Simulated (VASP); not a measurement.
WS2: single point with PBE

The system is WS2.

```
W S
1.0
     1.57900    0.91164    6.16333
    -1.57900    0.91164    6.16333
     0.00000   -1.82327    6.16333
W S
1 2
Direct
  0.98702 0.01091 0.00837
  0.58570 0.58146 0.57252
  0.74750 0.73998 0.77082
```

```yaml
Program: VASP 6.6.1
Task: single point
Functional: PBE
Potentials_or_basis: VASP PAW PBE potentials, release 64 (W_sv, S)
Cutoff: 520 eV
k_mesh: 7 × 7 × 7
Occupations: gaussian, width 0.05 eV
Spin: no spin polarisation
Dipole_correction: no
Further_INCAR_settings: ALGO = Normal; EDIFF = 1e-06; NBANDS = 20
```

```yaml
Pressure: 1.5 GPa
Largest_force: 1.683 eV/Å
Band_gap_on_the_k_mesh: 1.04 eV (least direct gap 2.08 eV)
```

Forces in eV/Å, atoms in the order of the input:
```
W    0.964 -0.012 -1.380
S   -0.385 -0.331  1.079
S   -0.579  0.343  0.301
```

Stress tensor (GPa, compression positive):
```
 2.65 -0.91 -0.78
-0.91  2.40  3.06
-0.78  3.06 -0.48
```

Levels at points of the mesh, in eV from the valence-band top:
| k point | band 11 | band 12 | band 13 | band 14 | band 15 | band 16 |
| --- | --- | --- | --- | --- | --- | --- |
| (0.00, 0.00, 0.00) | -1.83 | -1.58 | -1.08 | 1.99 | 2.29 | 2.60 |

Wall time 5.2 min on 1 thread of AMD EPYC 9R45 96-Core Processor (Zen 5) (shared host), peak memory 0.39 GiB.

Caveat: spin-orbit coupling is left out, which moves the levels of the heavy elements; forces of over 1 eV/Å act on the atoms, so gaps and moduli don't describe the material at rest. A k mesh can miss the band edges.
